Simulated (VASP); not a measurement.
**Hf: single point with LDA**

Hf:

```
Hf
1.0
     0.00000    2.35473    2.01777
     2.35473    0.00000    2.01777
     2.35473    2.35473    0.00000
Hf
1
Direct
  0.00000 0.00000 0.00000
```

```json
{"Program": "VASP 6.6.1", "Task": "single point", "Functional": "LDA", "Potentials or basis": "VASP PAW LDA potentials, release 64 (Hf_pv)", "Cutoff": "520 eV", "k mesh": "20 × 20 × 20", "Occupations": "gaussian, width 0.15 eV", "Spin": "no spin polarisation", "Dipole correction": "no", "Further INCAR settings": "ALGO = Fast; EDIFF = 1e-06; NBANDS = 11"}
```

```json
{"Pressure": "-7.9 GPa", "Band gap on the k mesh": "zero (bands 5 and 6 overlap by 1.91 eV)"}
```

Stress tensor (GPa, compression positive):
```
-9.55  0.00  0.00
 0.00 -9.55  0.00
 0.00  0.00 -4.65
```

Levels at points of the mesh, in eV from the Fermi level:
```tsv
k point	band 1	band 2	band 3	band 4	band 5	band 6	band 7	band 8	band 9	band 10
(0.00, 0.00, 0.00)	-29.81	-29.81	-29.81	-7.09	1.03	1.03	2.59	2.82	4.86	11.82
(0.50, 0.00, 0.00)	-30.65	-30.01	-29.84	-3.56	0.22	0.84	2.29	5.53	6.87	9.56
(0.50, 0.50, 0.00)	-30.56	-30.26	-30.26	-2.98	-2.38	4.50	6.24	6.82	6.82	8.71
(0.50, 0.00, 0.50)	-30.61	-30.14	-29.94	-3.33	-1.76	1.93	5.64	5.95	7.49	10.02
```

Wall time 2.4 min on 1 thread of Intel(R) Xeon(R) Platinum 8259CL CPU @ 2.50GHz (Skylake/Cascade Lake) (shared host), peak memory 0.26 GiB.

Caveat: the cell stands under tension; spin-orbit coupling is left out, which moves the levels of the heavy elements.
